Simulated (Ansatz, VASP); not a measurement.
SiC in VASP and in Ansatz

```
CELL_PARAMETERS angstrom
0.00000 2.14774 2.14774
2.14774 0.00000 2.14774
2.14774 2.14774 0.00000
ATOMIC_POSITIONS crystal
Si 0.00000 0.00000 0.00000
C 0.25000 0.25000 0.25000
```

Alike in both runs: task single point; functional HSE06; k mesh 8 × 8 × 8; occupations gaussian, width 0.05 eV; no spin polarisation.

|  | VASP | Ansatz |
| --- | --- | --- |
| version | VASP 6.6.1 | Ansatz 0.2.0 |
| potentials or method | VASP PAW PBE potentials, release 64 (Si, C), cutoff 520 eV | scalar-relativistic, plane waves, PAW |
| valence electrons in the cell | 8 | 8 |

|  | VASP | Ansatz | Ansatz less VASP |
| --- | --- | --- | --- |
| gap on the k mesh at the Fermi level (eV) | 2.20 | 2.20 | -0.003 |
| least direct gap on the mesh (eV) | 5.79 | 5.78 | -0.009 |
| pressure (GPa) | 8.8 | 9.3 | +0.45 |

Ansatz's warnings: stress exchange threshold loose, stress scf threshold loose.
